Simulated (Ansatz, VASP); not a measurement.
One calculation of Ge, two programs

INCAR

```
SYSTEM = Ge
PREC     = Accurate       ! precision mode
ENCUT    = 520            ! plane-wave cutoff, eV
EDIFF    = 1E-7           ! SCF threshold, eV
ISMEAR   = 0              ! smearing method
SIGMA    = 0.013000000000000001 ! smearing width, eV
LREAL    = .False.        ! projectors in reciprocal space
LASPH    = .True.         ! aspherical terms in the spheres
NELM     = 80             ! most SCF steps
ALGO     = Normal         ! electronic algorithm
ISIF     = 2              ! what is computed and relaxed
LWAVE    = .False.        ! write WAVECAR
LCHARG   = .False.        ! write CHGCAR
GGA      = PE             ! functional
NBANDS   = 36             ! bands
```

The input KPOINTS:

```
regular mesh
0
Gamma
  8 8 4
  0 0 0
```

POSCAR

```
Ge
1.0
    3.9975858431      0.0000000000      0.0000000000
   -1.9987929216      3.4620108940      0.0000000000
    0.0000000000      0.0000000000      6.5993779500
Ge
4
Direct
    0.3333333333      0.6666666667      0.9370987500
    0.6666666667      0.3333333333      0.4370987500
    0.3333333333      0.6666666667      0.5629012500
    0.6666666667      0.3333333333      0.0629012500
```

Contents of input.yaml:

```yaml
crystal:
  lattice:
    - [3.9975858431, 0.0, 0.0]
    - [-1.9987929216, 3.462010894, 0.0]
    - [0.0, 0.0, 6.59937795]
  atoms:
    - { symbol: Ge, position: [0.3333333333, 0.6666666667, 0.93709875] }
    - { symbol: Ge, position: [0.6666666667, 0.3333333333, 0.43709875] }
    - { symbol: Ge, position: [0.3333333333, 0.6666666667, 0.56290125] }
    - { symbol: Ge, position: [0.6666666667, 0.3333333333, 0.06290125] }
hamiltonian:
  xc: pbe
  pseudopotentials: { kind: paw }
kpoints:
  mp_grid: { grid: [8, 8, 4] }
scf:
  occupations: { method: gaussian, width: 0.013 }
output:
  forces: true
  stress: true
  eigenvalues: true
  write_density: true
  write_potential: true
  elf: true
  volumetric_format: npy
```

Alike in both runs: task single point; functional PBE; k mesh 8 × 8 × 4; occupations gaussian, width 0.013 eV; no spin polarisation.

|  | VASP | Ansatz |
| --- | --- | --- |
| version | VASP 6.6.1 | Ansatz 0.2.0 |
| potentials or method | VASP PAW PBE potentials, release 64 (Ge_d) | Ansatz PAW |
| plane-wave cutoff (eV) | 520 | 420 |
| valence electrons in the cell | 56 | 56 |

Ansatz gave:

```
gap on the k mesh at the Fermi level (eV)                     : 0.13
least direct gap on the mesh (eV)                             : 0.13
pressure (GPa)                                                : 3.0
traceless stress, the component that is largest in VASP (GPa) : -0.15
rms of the force components (eV/Å)                            : 0.011
```

Task: What did VASP give for the same quantities?

Result: gap on the k mesh at the Fermi level (eV): 0.12; least direct gap on the mesh (eV): 0.12; pressure (GPa): 2.9; traceless stress, the component that is largest in VASP (GPa): -0.15; rms of the force components (eV/Å): 0.011.

Atom by atom the forces differ by 0.000 eV/Å (rms over components). The functional is the same, so the differences come from potentials, cutoffs and numerics.
